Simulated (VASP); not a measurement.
SrO, 2 atoms in the cell. Symmetry: Imm2, No. 44, orthorhombic system. The conventional cell has a = 3.634 Å, b = 5.140 Å, c = 3.634 Å, α = 90.00°, β = 90.00°, γ = 90.00°. Within 3.4 Å of Sr (site symmetry mm2) lie 6 O at 2.55 to 2.59 Å. Within 3.4 Å of O (site symmetry mm2) lie 6 Sr at 2.55 to 2.59 Å.  This cell differs from its parent crystal: all O atoms moved +0.025 Å, as atom 2 towards its neighbour atom 2 (O) at 3.634 Å.

| Quantity | Value |
| --- | --- |
| Program | VASP 6.6.1 |
| Task | single point |
| Functional | r2SCAN |
| Potentials or basis | VASP PAW PBE potentials, release 64 (Sr_sv, O) |
| Cutoff | 520 eV |
| k mesh | 8 × 8 × 8 |
| Occupations | gaussian, width 0.05 eV |
| Spin | no spin polarisation |
| Dipole correction | no |
| Further INCAR settings | ALGO = Normal; EDIFF = 1e-06; NBANDS = 15 |

Potentials or basis: VASP PAW PBE potentials, release 64 (Sr_sv, O).

Command:

```bash
$ cat potpaw_PBE.64/Sr_sv/POTCAR potpaw_PBE.64/O/POTCAR > POTCAR
$ cp INCAR.step1 INCAR
$ mpirun -np 1 vasp_std > vasp.out
$ cp INCAR.step2 INCAR
$ mpirun -np 1 vasp_std > vasp.out
```

Hardware: 1 thread of AMD EPYC 9R45 96-Core Processor (Zen 5) (shared host).

Question: Estimate the wall time of this run.

Answer: Wall time 2.1 min on 1 thread of AMD EPYC 9R45 96-Core Processor (Zen 5), with other jobs on the host, peak memory 0.17 GiB. Counts: k points 95.
